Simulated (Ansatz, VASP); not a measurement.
ScGa3: VASP beside Ansatz

INCAR

```
PREC = Accurate
ENCUT = 520
EDIFF = 1E-6
ISMEAR = -1
SIGMA = 0.05
LREAL = False
LASPH = True
NELM = 60
ALGO = Normal
ISIF = 2
LWAVE = False
LCHARG = True
GGA = CA
LELF = True
LVHAR = True
NBANDS = 33
```

File KPOINTS:

```
regular mesh
0
Gamma
  9 9 9
```

File POSCAR:

```
ScGa3
1.0
    4.0950000000     -0.0204750000     -0.0204750000
   -0.0204750000      4.0950000000     -0.0204750000
   -0.0204750000     -0.0204750000      4.0950000000
Sc Ga
1 3
Direct
    0.0000000000      0.0000000000      0.0000000000
    0.0000000000      0.5000000000      0.5000000000
    0.5000000000      0.0000000000      0.5000000000
    0.5000000000      0.5000000000      0.0000000000
```

Input for Ansatz:

```yaml
crystal:
  lattice:
    - [4.095, -0.020475, -0.020475]
    - [-0.020475, 4.095, -0.020475]
    - [-0.020475, -0.020475, 4.095]
  atoms:
    - { symbol: Sc, position: [0.0, 0.0, 0.0] }
    - { symbol: Ga, position: [0.0, 0.5, 0.5] }
    - { symbol: Ga, position: [0.5, 0.0, 0.5] }
    - { symbol: Ga, position: [0.5, 0.5, 0.0] }
kpoints:
  mp_grid: { grid: [9, 9, 9] }
  band_path:
    path:
      - [0.0, 0.0, 0.0]
      - [0.5, 0.0, 0.0]
      - [0.5, -0.5, 0.5]
      - [0.4901240068, -0.5098759932, 0.4901240068]
      - [0.4901240068, 0.4901240068, 0.4901240068]
      - [0.0, 0.0, 0.0]
      - [0.5, -0.5, 0.0]
    npoints: 5
scf:
  occupations: { method: fermi_dirac, width: 0.05 }
hamiltonian:
  xc: lda
  pseudopotentials: { kind: all_electron, lapw: { basis_error: 0.001 } }
output:
  forces: true
  stress: true
  eigenvalues: true
```

Change from the starting cell: equal xy, yz and zx shear strains of -1 %.

Alike in both runs: task single point; functional LDA; k mesh 9 × 9 × 9; occupations fermi-dirac, width 0.05 eV; no spin polarisation.

```csv
,VASP,Ansatz
version,VASP 6.6.1,Ansatz 0.2.0
potentials or method,"VASP PAW LDA potentials, release 64 (Sc_sv, Ga_d), cutoff 520 eV","all-electron LAPW, scalar-relativistic"
```

VASP gave:

| Property | Result |
| --- | --- |
| pressure (GPa) | -5.2 |
| traceless stress, the component that is largest in VASP (GPa) | 0.38 |

**Question.** What did Ansatz give for the same quantities?

**Answer.** Pressure (GPa): -5.4; traceless stress, the component that is largest in VASP (GPa): 0.38.

LDA's correlation is that of Perdew and Zunger in VASP and of Perdew and Wang (1992) in Ansatz. Ansatz ran all-electron here, and VASP with PAW potentials.
